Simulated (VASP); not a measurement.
# CaO (Cmcm) in VASP: a series of runs, part 2 of 2

VASP 6.6.1. The steps go on from the part before.

## (5) Single point, PBEsol (strain +0.0200 x Voigt [1, -1, 0, 0, 0, 0])

Contents of INCAR:

```
ALGO = Normal
EDIFF = 1E-6
ENCUT = 520
GGA = PS
ISIF = 2
ISMEAR = 0
LASPH = T
LCHARG = F
LREAL = F
LWAVE = F
NBANDS = 24
NELM = 100
PREC = Accurate
SIGMA = 0.05
```

Contents of KPOINTS:

```
k-points
0
Gamma
  9 9 6
```

Contents of POSCAR:

```
CaO
1.0
    4.0718153410      0.0000000000      0.0000000000
   -2.0359076705      3.3880094258      0.0000000000
    0.0000000000      0.0000000000      4.7848400100
Ca O
2 2
Direct
    0.3333333333      0.6666666667      0.7500000000
    0.6666666667      0.3333333333      0.2500000000
    0.3333333333      0.6666666667      0.2500000000
    0.6666666667      0.3333333333      0.7500000000
```

Potentials or basis: VASP PAW PBE potentials, release 64 (Ca_sv, O).

Started as:

```bash
$ cat potpaw_PBE.64/Ca_sv/POTCAR potpaw_PBE.64/O/POTCAR > POTCAR
$ mpirun -np 1 vasp_std > vasp.out
```

OUTCAR:

```text
EDIFF = 1E-6
   ENCUT = 520
   GGA = PS
   ISIF = 2
   ISMEAR = 0
   LASPH = T
   LREAL = F
   NELM = 100
   PREC = Accurate

 ion  position               nearest neighbor table
   1  0.333  0.667  0.750-   4 2.26   4 2.33   4 2.33   3 2.39   3 2.39
   2  0.667  0.333  0.250-   3 2.26   3 2.33   3 2.33   4 2.39   4 2.39
   3  0.333  0.667  0.250-   2 2.26   2 2.33   2 2.33   1 2.39   1 2.39
   4  0.667  0.333  0.750-   1 2.26   1 2.33   1 2.33   2 2.39   2 2.39

  Warning from LATTYP: Monoclinic adjustment (A1->A3, A2->A1, A3->A2)!
  LATTYP: Found a base centered orthorhombic cell.
 ALAT       =     4.0718153410
 B/A-ratio  =     1.6641272465
 C/A-ratio  =     1.1751122311

  Lattice vectors:

 A1 = (   2.0359076705,  -3.3880094258,   0.0000000000)
 A2 = (   2.0359076705,   3.3880094258,   0.0000000000)
 A3 = (   0.0000000000,   0.0000000000,   4.7848400100)

Analysis of symmetry for initial positions (statically):
=====================================================================
 Subroutine PRICEL returns:
 Original cell was already a primitive cell.

 Routine SETGRP: Setting up the symmetry group for a
 base centered orthorhombic supercell.

 Subroutine GETGRP returns: Found  8 space group operations
 (whereof  4 operations were pure point group operations)
 out of a pool of  8 trial point group operations.

The static configuration has the point symmetry C_2h.
 The point group associated with its full space group is D_2h.

Analysis of symmetry for dynamics (positions and initial velocities):
=====================================================================
 Subroutine PRICEL returns:
 Original cell was already a primitive cell.

 Routine SETGRP: Setting up the symmetry group for a
 base centered orthorhombic supercell.

 Subroutine GETGRP returns: Found  8 space group operations
 (whereof  4 operations were pure point group operations)
 out of a pool of  8 trial point group operations.

The dynamic configuration has the point symmetry C_2h.
 The point group associated with its full space group is D_2h.

 Subroutine INISYM returns: Found  8 space group operations
 (whereof  4 operations are pure point group operations),
 and found     1 'primitive' translations

----------------------------------------------------------------------------------------

                                     Primitive cell

  volume of cell :      66.0085

  direct lattice vectors                    reciprocal lattice vectors
     4.071815341  0.000000000  0.000000000     0.245590705  0.147579282  0.000000000
    -2.035907670  3.388009426  0.000000000     0.000000000  0.295158565  0.000000000
     0.000000000  0.000000000  4.784840010     0.000000000  0.000000000  0.208993404

  length of vectors
     4.071815341  3.952660865  4.784840010     0.286521271  0.295158565  0.208993404

  position of ions in fractional coordinates (direct lattice)
     0.333333333  0.666666667  0.750000000
     0.666666667  0.333333333  0.250000000
     0.333333333  0.666666667  0.250000000
     0.666666667  0.333333333  0.750000000

  ion indices of the primitive-cell ions
   primitive index   ion index
                 1           1
                 2           2
                 3           3
                 4           4

----------------------------------------------------------------------------------------

 KPOINTS: k-points

Automatic generation of k-mesh.
 Grid dimensions read from file:
 generate k-points for:    9    9    6

 Generating k-lattice:

  Cartesian coordinates                     Fractional coordinates (reciprocal lattice)
     0.027287856  0.016397698  0.000000000     0.111111111  0.000000000  0.000000000
     0.000000000  0.032795396  0.000000000     0.000000000  0.111111111  0.000000000
     0.000000000  0.000000000  0.034832234     0.000000000  0.000000000  0.166666667

  Length of vectors
     0.031835697  0.032795396  0.034832234

  Shift w.r.t. Gamma in fractional coordinates (k-lattice)
     0.000000000  0.000000000  0.000000000

 Subroutine IBZKPT returns following result:
 ===========================================

 Found    100 irreducible k-points:

 Following reciprocal coordinates:
            Coordinates               Weight
  0.000000  0.000000  0.000000      1.000000
  0.111111  0.000000  0.000000      4.000000
  0.222222  0.000000  0.000000      4.000000
  0.333333  0.000000  0.000000      4.000000
  0.444444  0.000000  0.000000      4.000000
  0.000000  0.111111  0.000000      2.000000
[... 16 lines left out ...]
  0.333333  0.333333  0.000000      2.000000
  0.000000  0.444444  0.000000      2.000000
 [... further k-points ...]
   k-points           NKPTS =    100   k-points in BZ     NKDIM =    100   number of bands    NBANDS=     24
   number of dos      NEDOS =    301   number of ions     NIONS =      4
   total plane-waves  NPLWV =  32400
   dimension x,y,z NGX =    30 NGY =   30 NGZ =   36
   dimension x,y,z NGXF=    60 NGYF=   60 NGZF=   72
   ions per type =               2   2
   NGX,Y,Z   is equivalent  to a cutoff of  12.25, 12.62, 12.51 a.u.
   NGXF,Y,Z  is equivalent  to a cutoff of  24.50, 25.24, 25.02 a.u.
 SYSTEM =  unknown system
   PREC   = accura    normal or accurate (medium, high low for compatibility)
   ISTART =      0    job   : 0-new  1-cont  2-samecut
   ICHARG =      2    charge: 1-file 2-atom 10-const
   ISPIN  =      1    spin polarized calculation?
   LNONCOLLINEAR =      F non collinear calculations
   LSORBIT =      F    spin-orbit coupling
   LASPH  =      T    aspherical Exc in radial PAW
   ENCUT  =  520.0 eV  38.22 Ry    6.18 a.u.   7.57  7.35  8.90*2*pi/ulx,y,z
   NELM   =    100;   NELMIN=  2; NELMDL= -5     # of ELM steps
   EDIFF  = 0.1E-05   stopping-criterion for ELM
   LREAL  =      F    real-space projection
   EDIFFG = 0.1E-04   stopping-criterion for IOM
   NSW    =      0    number of steps for IOM
   IBRION =     -1    ionic relax: 0-MD 1-quasi-New 2-CG
   NFREE  =      0    steps in history (QN), initial steepest desc. (CG)
   ISIF   =      2    stress and relaxation
   ISYM   =      2    0-nonsym 1-usesym 2-fastsym
   POTIM  = 0.5000    time-step for ionic-motion
   TEBEG  =    0.0;   TEEND  =   0.0 temperature during run
   PSTRESS=    0.0 pullay stress
   NELECT =      32.0000    total number of electrons
   NUPDOWN=      -1.0000    fix difference up-down
   EMIN   =  10.00;   EMAX   =-10.00  energy-range for DOS
   EFERMI =   0.00;   METHOD = LEGACY
   ISMEAR =     0;   SIGMA  =   0.05  broadening in eV -4-tet -1-fermi 0-gaus
   EFERMI_NEDOS =   21; number of points for ismear=-14 and -15
   IALGO  =     38    algorithm
   IMIX   =      4    mixing-type and parameters
     AMIX     =   0.40;   BMIX     =  1.00
     AMIX_MAG =   1.60;   BMIX_MAG =  1.00
  volume/ion in A,a.u.               =      16.50       111.36
  Fermi-wavevector in a.u.,A,eV,Ry     =   1.286051  2.430284 22.503038  1.653927
  Thomas-Fermi vector in A             =   2.418148
   LORBIT       =      0    0 simple, 1 ext, 2 COOP (PROOUT), +10 PAW based schemes
   GGA     = PS    functional components
   LHFCALC =     F    Hartree Fock is set to
   AEXX    =    0.0000 exact exchange contribution
   IVDW    =     0    specifies the selected vdW correction
   LEPSILON=     F    determine dielectric tensor
   LRPA    =     F    only Hartree local field effects (RPA)
 non-spin polarized calculation
 Gauss-broadening in eV      SIGMA  =   0.05
  energy-cutoff  :      520.00
  volume of cell :       66.01
 maximum number of plane-waves:      1807
   NGX = 15   NGY = 15   NGZ = 17

 number of electron      31.9999992 magnetization

 Free energy of the ion-electron system (eV)
  ---------------------------------------------------
  ext. energy  EPLUGINS =         0.00000000
  ---------------------------------------------------
  free energy    TOTEN  =       -26.44237410 eV

  energy without entropy =      -26.44237410  energy(sigma->0) =      -26.44237410

 E-fermi :   1.4512     XC(G=0):  -9.6441

 val. band max:        1.1930698835   @ k =   0.0000   0.0000   0.0000
 cond. band min:       4.2305253790   @ k =   0.0000   0.0000   0.0000
 fundamental gap:      3.0374554955
 Fermi energy:         1.4512073885

 k-point     1 :       0.0000    0.0000    0.0000
  band No.  band energies     occupation
      1     -36.2198      2.00000
      2     -36.0840      2.00000
      3     -17.6554      2.00000
      4     -17.4144      2.00000
      5     -17.3977      2.00000
      6     -17.2060      2.00000
[... 637 lines left out ...]
     23       9.6727      0.00000
     24       9.7574      0.00000

 [... further k-points ...]
[... 5 lines left out ...]
  --------------------------------------------------------------------------------------
  -------------------------------------------------------------------------------------
  Total       -1.3588739     -0.0120666     -0.8238081      0.0000000     -0.0000000      0.0000000
  in kB      -32.9829602     -0.2928837    -19.9956959      0.0000000     -0.0000000      0.0000000
  external PRESSURE =     -17.7571800 kB  Pullay stress =       0.0000000 kB

 VOLUME and BASIS-vectors are now :
 -----------------------------------------------------------------------------
  energy-cutoff  :      520.00
  volume of cell :       66.01
      direct lattice vectors                 reciprocal lattice vectors
     4.071815341  0.000000000  0.000000000     0.245590705  0.147579282  0.000000000
    -2.035907670  3.388009426  0.000000000     0.000000000  0.295158565  0.000000000
     0.000000000  0.000000000  4.784840010     0.000000000  0.000000000  0.208993404

 POSITION                                       TOTAL-FORCE (eV/Angst)
 -----------------------------------------------------------------------------------
     -0.00000      2.25867      3.58863         0.000000     -0.253507      0.000000
      2.03591      1.12934      1.19621        -0.000000      0.253507      0.000000
     -0.00000      2.25867      1.19621         0.000000     -0.192236      0.000000
      2.03591      1.12934      3.58863        -0.000000      0.192236     -0.000000
 -----------------------------------------------------------------------------------
    total drift:                               -0.000000      0.000000     -0.000000

  FREE ENERGIE OF THE ION-ELECTRON SYSTEM (eV)
  ---------------------------------------------------
  free  energy   TOTEN  =       -26.4423740962 eV

  energy  without entropy=      -26.4423740962  energy(sigma->0) =      -26.44237410
```

OSZICAR:

```text
N       E                     dE             d eps       ncg     rms          rms(c)
DAV:   1     0.319803136201E+03    0.31980E+03   -0.16393E+04  4800   0.133E+03
DAV:   2    -0.451332228857E+01   -0.32432E+03   -0.30579E+03  5600   0.386E+02
DAV:   3    -0.298563669278E+02   -0.25343E+02   -0.25166E+02  7664   0.103E+02
DAV:   4    -0.307627069265E+02   -0.90634E+00   -0.90471E+00  6944   0.170E+01
DAV:   5    -0.307850347469E+02   -0.22328E-01   -0.22327E-01  6680   0.195E+00    0.124E+01
DAV:   6    -0.266481777575E+02    0.41369E+01   -0.19578E+01  6928   0.285E+01    0.544E+00
DAV:   7    -0.265219314064E+02    0.12625E+00   -0.22619E+00  6408   0.986E+00    0.276E+00
DAV:   8    -0.264494939971E+02    0.72437E-01   -0.32108E-01  6128   0.434E+00    0.828E-01
DAV:   9    -0.264398765639E+02    0.96174E-02   -0.72799E-02  6448   0.165E+00    0.212E-01
DAV:  10    -0.264425580987E+02   -0.26815E-02   -0.74105E-03  5768   0.588E-01    0.111E-01
DAV:  11    -0.264424711918E+02    0.86907E-04   -0.35599E-03  6232   0.333E-01    0.805E-02
DAV:  12    -0.264423722187E+02    0.98973E-04   -0.62854E-04  5800   0.178E-01    0.781E-03
DAV:  13    -0.264423734726E+02   -0.12539E-05   -0.26783E-05  6440   0.390E-02    0.396E-03
DAV:  14    -0.264423740962E+02   -0.62366E-06   -0.21473E-06  5248   0.990E-03
   1 F= -.26442374E+02 E0= -.26442374E+02  d E =-.154201E-15
```

stdout:

```text
POSCAR found type information on POSCAR CaO
 POSCAR found :  2 types and       4 ions
 scaLAPACK will be used
 -----------------------------------------------------------------------------
|                                                                             |
|                                                                             |
|     You enforced a specific xc type in the INCAR file but a different       |
|     I HOPE YOU KNOW WHAT YOU ARE DOING!                                     |
|                                                                             |
 -----------------------------------------------------------------------------

 LDA part: xc-table for (Slater+PW92), standard interpolation
 POSCAR, INCAR and KPOINTS ok, starting setup
 FFT: planning ... GRIDC
 FFT: planning ... GRID_SOFT
 FFT: planning ... GRID
 WAVECAR not read
 entering main loop
```

Wall time 3.8 min (1 thread of Oxide Virtual Turin-like, shared host); peak memory 0.23 GiB.

Results:

```yaml
Free_energy: -26.4424 eV
Pressure: -1.8 GPa
Largest_force: 0.254 eV/Å
Band_gap_on_the_k_mesh: 3.04 eV, direct
```

Forces in eV/Å, atoms in the order of the input:
```
Ca   0.000 -0.254  0.000
Ca   0.000  0.254  0.000
O    0.000 -0.192  0.000
O    0.000  0.192  0.000
```

Levels at points of the mesh, in eV from the valence-band top:
| k point | band 13 | band 14 | band 15 | band 16 | band 17 | band 18 | band 19 | band 20 |
| --- | --- | --- | --- | --- | --- | --- | --- | --- |
| (0.00, 0.00, 0.00) | -1.17 | -1.13 | -1.11 | 0.00 | 3.04 | 6.07 | 6.11 | 7.68 |
| (0.00, 0.00, 0.50) | -1.34 | -1.34 | -1.26 | -1.26 | 4.86 | 4.86 | 7.73 | 7.73 |

Caveat: the cell differs from its parent crystal (strain +0.0200 x Voigt [1, -1, 0, 0, 0, 0]); the PAW data sets were made with another functional, which shifts forces and pressure a little.

## (6) Single point, PBEsol (strain -0.0150 x Voigt [1, -1, 0, 0, 0, 0])

Contents of INCAR:

```
ALGO = Normal
EDIFF = 1E-7
ENCUT = 520
GGA = PS
ISIF = 2
ISMEAR = 0
LASPH = T
LCHARG = T
LELF = T
LREAL = F
LVHAR = T
LWAVE = F
NBANDS = 24
NELM = 60
PREC = Accurate
SIGMA = 0.05
```

KPOINTS is that of step 5.

Edit POSCAR of step 5 so:

```diff
@@ -2,4 +2,4 @@
 1.0
-    4.0718153410      0.0000000000      0.0000000000
-   -2.0359076705      3.3880094258      0.0000000000
+    3.9320961871      0.0000000000      0.0000000000
+   -1.9660480935      3.5090097624      0.0000000000
     0.0000000000      0.0000000000      4.7848400100
```

Potentials or basis: VASP PAW PBE potentials, release 64 (Ca_sv, O).

Started as:

```bash
$ cat potpaw_PBE.64/Ca_sv/POTCAR potpaw_PBE.64/O/POTCAR > POTCAR
$ mpirun -np 1 vasp_std > vasp.out
```

Wall time 3.6 min (1 thread of Oxide Virtual Turin-like, shared host); peak memory 0.24 GiB.

It converged, with:

- Free energy: -26.4484 eV
- Pressure: -1.8 GPa
- Largest force: 0.170 eV/Å
- Band gap on the k mesh: 3.03 eV, direct

Forces on the atoms (eV/Å):
```
Ca   0.000  0.170  0.000
Ca   0.000 -0.170  0.000
O    0.000  0.125  0.000
O    0.000 -0.125  0.000
```

Stress tensor (GPa, compression positive):
```
-0.56  0.00  0.00
 0.00 -2.88  0.00
 0.00  0.00 -2.00
```

Levels at points of the mesh, in eV from the valence-band top:
```csv
k point,band 12,band 13,band 14,band 15,band 16,band 17,band 18,band 19,band 20,band 21
"(0.00, 0.00, 0.00)",-1.19,-1.18,-1.14,-1.11,0.00,3.03,6.07,6.11,7.68,7.72
"(0.00, 0.00, 0.50)",-1.61,-1.33,-1.33,-1.28,-1.28,4.86,4.86,7.74,7.74,7.79
```

Caveat: the cell differs from its parent crystal (strain -0.0150 x Voigt [1, -1, 0, 0, 0, 0]); the PAW data sets were made with another functional, which shifts forces and pressure a little. A k mesh can miss the band edges.

## (7) The runs side by side

| cell | gap on the mesh (eV) | pressure (GPa) | largest force (eV/Å) |
| --- | --- | --- | --- |
| a = 3.912, b = 4.032, c = 4.785 Å, angles 90.0, 90.0, 119.0°, 4 atoms | 3.04 | -1.8 | 0.22 |
| a = 4.052, b = 3.962, c = 4.785 Å, angles 90.0, 90.0, 120.7°, 4 atoms | 3.04 | -1.8 | 0.19 |
| a = 3.952, b = 4.012, c = 4.785 Å, angles 90.0, 90.0, 119.5°, 4 atoms | 3.03 | -1.9 | 0.11 |
| a = 4.072, b = 3.953, c = 4.785 Å, angles 90.0, 90.0, 121.0°, 4 atoms | 3.04 | -1.8 | 0.25 |
| a = 3.932, b = 4.022, c = 4.785 Å, angles 90.0, 90.0, 119.3°, 4 atoms | 3.03 | -1.8 | 0.17 |

Alike in all rows: task single point; level PBEsol; potentials or basis VASP PAW PBE potentials, release 64 (Ca_sv, O); no spin polarisation; k mesh 9 × 9 × 6; cutoff (eV) 520; smearing gaussian 0.05 eV.

Caveats: the PAW data sets were made with another functional, which shifts forces and pressure a little.

Absolute energies hang on the potentials; compare differences alone.
